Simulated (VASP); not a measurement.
# LiH3 (P6/mmm) in VASP: relaxation of cell and atoms with PBE

Aim: the relaxation of cell and atoms of LiH3 with PBE.

Everything below comes from runs of VASP 6.6.1. Logs are shortened: lines on timing, memory, paths and dates and some standing lists are left out, and cuts for length are marked.

## 1. The cell of the first run

It takes space group P6/mmm (No. 191, hexagonal). Conventional cell: a = 2.823 Å, b = 2.823 Å, c = 4.939 Å, α = 90.00°, β = 90.00°, γ = 120.00°. Within 2.0 Å of Li (site symmetry 6/mmm) lie 2 H at 1.49 Å. H (site symmetry 6mm) has 1 H at 0.97 Å within 1.3 Å. Within 1.3 Å of H (site symmetry 6/mmm) lie 2 H at 0.97 Å.

The cell was generated, and may not be a known phase.

## 2. Relaxation of cell and atoms, PBE

INCAR

```
PREC     = Accurate       # precision mode
ENCUT    = 1230           # plane-wave cutoff, eV
EDIFF    = 1E-7           # SCF threshold, eV
ISMEAR   = 0              # smearing method
SIGMA    = 0.1            # smearing width, eV
LREAL    = F              # projectors in reciprocal space
LASPH    = T              # aspherical terms in the spheres
NELM     = 120            # most SCF steps
ALGO     = Normal         # electronic algorithm
ISIF     = 3              # what is computed and relaxed
LWAVE    = F              # write WAVECAR
LCHARG   = F              # write CHGCAR
GGA      = PE             # functional
IBRION   = 2              # ionic algorithm
NSW      = 90             # ionic steps
EDIFFG   = -0.04          # ionic threshold
GGA_COMPAT= F            
NELMIN   = 4
```

KPOINTS

```
regular mesh
0
Gamma
  6 6 4
```

POSCAR

```
LiH3
1.0
    2.8231963600      0.0000000000      0.0000000000
   -1.4115981800      2.4449597600      0.0000000000
    0.0000000000      0.0000000000      4.9389273500
Li H
1 3
Direct
    0.0000000000      0.0000000000      0.5000000000
    0.0000000000      0.0000000000      0.8026315000
    0.0000000000      0.0000000000      0.1973685000
    0.0000000000      0.0000000000      0.0000000000
```

Potentials or basis: VASP PAW PBE potentials, release 64 (Li_sv, H_h).

Run with:

```console
> cat potpaw_PBE.64/Li_sv/POTCAR potpaw_PBE.64/H_h/POTCAR > POTCAR
> mpirun -np 1 vasp_std > vasp.out
```

OUTCAR:

```text
PREC = Accurate
   ENCUT = 1230
   EDIFF = 1E-7
   ISMEAR = 0
   LREAL = F
   LASPH = T
   NELM = 120
   ISIF = 3
   GGA = PE
   IBRION = 2
   NSW = 90
   EDIFFG = -0.04
   NELMIN = 4

 ion  position               nearest neighbor table
   1  0.000  0.000  0.500-   2 1.49   3 1.49
   2  0.000  0.000  0.803-   1 1.49
   3  0.000  0.000  0.197-   1 1.49
   4  0.000  0.000  0.000-

  LATTYP: Found a hexagonal cell.
 ALAT       =     2.8231963600
 C/A-ratio  =     1.7494097895

  Lattice vectors:

 A1 = (   2.8231963600,   0.0000000000,   0.0000000000)
 A2 = (  -1.4115981800,   2.4449597600,   0.0000000000)
 A3 = (   0.0000000000,   0.0000000000,   4.9389273500)

Analysis of symmetry for initial positions (statically):
=====================================================================
 Subroutine PRICEL returns:
 Original cell was already a primitive cell.

 Routine SETGRP: Setting up the symmetry group for a
 hexagonal supercell.

 Subroutine GETGRP returns: Found 24 space group operations
 (whereof 24 operations were pure point group operations)
 out of a pool of 24 trial point group operations.

The static configuration has the point symmetry D_6h.

Analysis of symmetry for dynamics (positions and initial velocities):
=====================================================================
 Subroutine PRICEL returns:
 Original cell was already a primitive cell.

 Routine SETGRP: Setting up the symmetry group for a
 hexagonal supercell.

 Subroutine GETGRP returns: Found 24 space group operations
 (whereof 24 operations were pure point group operations)
 out of a pool of 24 trial point group operations.

The dynamic configuration has the point symmetry D_6h.

 Subroutine INISYM returns: Found 24 space group operations
 (whereof 24 operations are pure point group operations),
 and found     1 'primitive' translations

----------------------------------------------------------------------------------------

                                     Primitive cell

  volume of cell :      34.0914

  direct lattice vectors                    reciprocal lattice vectors
     2.823196360  0.000000000  0.000000000     0.354208448  0.204502343  0.000000000
    -1.411598180  2.444959760  0.000000000     0.000000000  0.409004686  0.000000000
     0.000000000  0.000000000  4.938927350     0.000000000  0.000000000  0.202473114

  length of vectors
     2.823196360  2.823196353  4.938927350     0.409004685  0.409004686  0.202473114

  position of ions in fractional coordinates (direct lattice)
     0.000000000  0.000000000  0.500000000
     0.000000000  0.000000000  0.802631500
     0.000000000  0.000000000  0.197368500
     0.000000000  0.000000000  0.000000000

  ion indices of the primitive-cell ions
   primitive index   ion index
                 1           1
                 2           2
                 3           3
                 4           4

----------------------------------------------------------------------------------------

 KPOINTS: regular mesh

Automatic generation of k-mesh.
 Grid dimensions read from file:
 generate k-points for:    6    6    4

 Generating k-lattice:

  Cartesian coordinates                     Fractional coordinates (reciprocal lattice)
     0.059034741  0.034083724  0.000000000     0.166666667  0.000000000  0.000000000
     0.000000000  0.068167448  0.000000000     0.000000000  0.166666667  0.000000000
     0.000000000  0.000000000  0.050618278     0.000000000  0.000000000  0.250000000

  Length of vectors
     0.068167448  0.068167448  0.050618278

  Shift w.r.t. Gamma in fractional coordinates (k-lattice)
     0.000000000  0.000000000  0.000000000

 Subroutine IBZKPT returns following result:
 ===========================================

 Found     21 irreducible k-points:

 Following reciprocal coordinates:
            Coordinates               Weight
  0.000000  0.000000  0.000000      1.000000
  0.166667  0.000000  0.000000      6.000000
  0.333333  0.000000  0.000000      6.000000
  0.500000  0.000000  0.000000      3.000000
  0.166667  0.166667  0.000000      6.000000
  0.333333  0.166667  0.000000     12.000000
[... 13 lines left out ...]
  0.333333  0.166667  0.500000     12.000000
  0.333333  0.333333  0.500000      2.000000
   k-points           NKPTS =     21   k-points in BZ     NKDIM =     21   number of bands    NBANDS=      7
   number of dos      NEDOS =    301   number of ions     NIONS =      4
   total plane-waves  NPLWV =  57344
   dimension x,y,z NGX =    32 NGY =   32 NGZ =   56
   dimension x,y,z NGXF=    64 NGYF=   64 NGZF=  112
   ions per type =               1   3
   NGX,Y,Z   is equivalent  to a cutoff of  18.84, 18.84, 18.85 a.u.
   NGXF,Y,Z  is equivalent  to a cutoff of  37.69, 37.69, 37.70 a.u.
 SYSTEM =  unknown system
   PREC   = accura    normal or accurate (medium, high low for compatibility)
   ISTART =      0    job   : 0-new  1-cont  2-samecut
   ICHARG =      2    charge: 1-file 2-atom 10-const
   ISPIN  =      1    spin polarized calculation?
   LNONCOLLINEAR =      F non collinear calculations
   LSORBIT =      F    spin-orbit coupling
   LASPH  =      T    aspherical Exc in radial PAW
   ENCUT  = 1230.0 eV  90.40 Ry    9.51 a.u.   8.07  8.07 14.12*2*pi/ulx,y,z
   NELM   =    120;   NELMIN=  4; NELMDL= -5     # of ELM steps
   EDIFF  = 0.1E-06   stopping-criterion for ELM
   LREAL  =      F    real-space projection
   EDIFFG = -.4E-01   stopping-criterion for IOM
   NSW    =     90    number of steps for IOM
   IBRION =      2    ionic relax: 0-MD 1-quasi-New 2-CG
   NFREE  =      1    steps in history (QN), initial steepest desc. (CG)
   ISIF   =      3    stress and relaxation
   ISYM   =      2    0-nonsym 1-usesym 2-fastsym
   POTIM  = 0.5000    time-step for ionic-motion
   TEBEG  =    0.0;   TEEND  =   0.0 temperature during run
   PSTRESS=    0.0 pullay stress
   NELECT =       6.0000    total number of electrons
   NUPDOWN=      -1.0000    fix difference up-down
   EMIN   =  10.00;   EMAX   =-10.00  energy-range for DOS
   EFERMI =   0.00;   METHOD = LEGACY
   ISMEAR =     0;   SIGMA  =   0.10  broadening in eV -4-tet -1-fermi 0-gaus
   EFERMI_NEDOS =   21; number of points for ismear=-14 and -15
   IALGO  =     38    algorithm
   IMIX   =      4    mixing-type and parameters
     AMIX     =   0.40;   BMIX     =  1.00
     AMIX_MAG =   1.60;   BMIX_MAG =  1.00
  volume/ion in A,a.u.               =       8.52        57.52
  Fermi-wavevector in a.u.,A,eV,Ry     =   0.917438  1.733707 11.451924  0.841693
  Thomas-Fermi vector in A             =   2.042407
   LORBIT       =      0    0 simple, 1 ext, 2 COOP (PROOUT), +10 PAW based schemes
   GGA     = PE    functional components
   LHFCALC =     F    Hartree Fock is set to
   AEXX    =    0.0000 exact exchange contribution
   IVDW    =     0    specifies the selected vdW correction
   LEPSILON=     F    determine dielectric tensor
   LRPA    =     F    only Hartree local field effects (RPA)
 conjugate gradient relaxation of ions
 non-spin polarized calculation
 Gauss-broadening in eV      SIGMA  =   0.10
  energy-cutoff  :     1230.00
  volume of cell :       34.09
 maximum number of plane-waves:      3356
   NGX = 17   NGY = 17   NGZ = 29

--------------------------------------- Ionic step        1  -------------------------------------------

 number of electron       6.0000000 magnetization

 Free energy of the ion-electron system (eV)
  ---------------------------------------------------
  ext. energy  EPLUGINS =         0.00000000
  ---------------------------------------------------
  free energy    TOTEN  =       -10.47500262 eV

  energy without entropy =      -10.47499866  energy(sigma->0) =      -10.47500064

------------------------ aborting loop because EDIFF is reached ----------------------------------------

  FORCE on cell =-STRESS in cart. coord.  units (eV):
  Direction    XX          YY          ZZ          XY          YZ          ZX
  --------------------------------------------------------------------------------------
  -------------------------------------------------------------------------------------
  Total        1.3152564      1.3152564      2.9871437      0.0000000      0.0000000     -0.0000000
  in kB       61.8123947     61.8123943    140.3851805      0.0000000      0.0000000     -0.0000000
  external PRESSURE =      88.0033232 kB  Pullay stress =       0.0000000 kB
[... 95 lines left out ...]
  FREE ENERGIE OF THE ION-ELECTRON SYSTEM (eV)
  ---------------------------------------------------
  free  energy   TOTEN  =       -10.6712469944 eV

  energy  without entropy=      -10.6701721136  energy(sigma->0) =      -10.67070955

[... ionic steps 4 to 10 ...]

--------------------------------------- Ionic step       11  -------------------------------------------

 number of electron       5.9999996 magnetization

------------------------ aborting loop because EDIFF is reached ----------------------------------------

  FORCE on cell =-STRESS in cart. coord.  units (eV):
  Direction    XX          YY          ZZ          XY          YZ          ZX
  --------------------------------------------------------------------------------------
  -------------------------------------------------------------------------------------
  Total       -0.0067521     -0.0067521      0.4052034      0.0000000      0.0000000      0.0000000
  in kB       -0.1443289     -0.1443288      8.6614389      0.0000000      0.0000000      0.0000000
  external PRESSURE =       2.7909271 kB  Pullay stress =       0.0000000 kB
[... 61 lines left out ...]
  energy  without entropy=      -10.9915694978  energy(sigma->0) =      -10.99156950

--------------------------------------- Ionic step       13  -------------------------------------------

 number of electron       5.9999997 magnetization

 Free energy of the ion-electron system (eV)
  ---------------------------------------------------
  ext. energy  EPLUGINS =         0.00000000
  ---------------------------------------------------
  free energy    TOTEN  =       -10.99373386 eV

  energy without entropy =      -10.99373386  energy(sigma->0) =      -10.99373386

 E-fermi :  -2.7171     XC(G=0):  -4.8233

 val. band max:       -3.1903323569   @ k =   0.3333   0.3333   0.5000
 cond. band min:      -0.9248870955   @ k =   0.0000   0.0000   0.0000
 fundamental gap:      2.2654452614
 Fermi energy:        -2.7171291552

 k-point     1 :       0.0000    0.0000    0.0000
  band No.  band energies     occupation
      1     -48.7430      2.00000
      2      -8.9014      2.00000
      3      -3.8127      2.00000
      4      -0.9249      0.00000
      5       5.2723      0.00000
      6       5.5416      0.00000
      7       5.5416      0.00000
[... 229 lines left out ...]
  FREE ENERGIE OF THE ION-ELECTRON SYSTEM (eV)
  ---------------------------------------------------
  free  energy   TOTEN  =       -10.9937338612 eV

  energy  without entropy=      -10.9937338612  energy(sigma->0) =      -10.99373386

 reached required accuracy - stopping structural energy minimisation
```

It took 59 s on 1 thread of Intel Xeon 6975P-C (Granite Rapids), shared host; peak memory 0.23 GiB.

What came out:

```
Free energy                           : -10.9937 eV
Relaxed volume                        : 18.87 Å³/atom
Relaxed cell                          : a = 4.027 Å, b = 4.027 Å, c = 5.372 Å, α = 90.00°, β = 90.00°, γ = 120.00°
Space group after relaxing (to 0.1 Å) : P6/mmm (No. 191)
Energy gained by relaxing             : 129.7 meV/atom
Ionic steps                           : 13
Pressure after relaxing               : 0.1 GPa
Largest force after relaxing          : 0.019 eV/Å
Band gap on the k mesh                : 2.27 eV (least direct gap 2.89 eV)
```

Forces in eV/Å, atoms in the order of the input:
```
Li   0.000  0.000  0.000
H    0.000  0.000 -0.019
H    0.000  0.000  0.019
H    0.000  0.000  0.000
```

The path:
```
step  energy change (eV)  largest force (eV/Å)  pressure (GPa)  volume (Å³)
   1              0.0000                0.6861            8.80        34.09
   2             -0.1421                0.1615            5.57        36.45
   3             -0.1962                0.1891            3.24        38.82
   4             -0.2002                0.2781            2.62        39.60
   5             -0.2519                0.1463            1.96        41.48
   6             -0.3574                0.2773            0.44        47.42
   7             -0.3901                1.0117           -1.12        60.65
   8             -0.4191                0.9247           -0.95        62.36
   9             -0.4826                0.6338           -0.43        67.59
  10             -0.5078                0.0993            0.61        78.44
  11             -0.5144                0.1600            0.28        74.95
  12             -0.5166                0.1053            0.21        75.11
  13             -0.5187                0.0185            0.06        75.47
```

Final structure:
```
Li H
1.0
     4.02749    0.00000    0.00000
    -2.01374    3.48791    0.00000
     0.00000    0.00000    5.37233
Li H
1 3
Direct
  0.00000 0.00000 0.50000
  0.00000 0.00000 0.81383
  0.00000 0.00000 0.18617
  0.00000 0.00000 0.00000
```

Levels at points of the mesh, in eV from the valence-band top:
```tsv
k point	band 1	band 2	band 3	band 4	band 5	band 6
(0.00, 0.00, 0.00)	-45.55	-5.71	-0.62	2.27	8.46	8.73
(0.50, 0.00, 0.00)	-45.55	-5.37	-0.16	2.85	4.96	7.20
(0.00, 0.00, 0.50)	-45.55	-5.71	-1.14	5.19	5.76	8.19
(0.50, 0.00, 0.50)	-45.55	-5.42	-0.14	3.46	5.33	6.92
```

Caveat: the k points lie up to 0.30 Å⁻¹ apart in the final cell; the volume moved by over 15 % at a fixed basis, so the end points are rough.
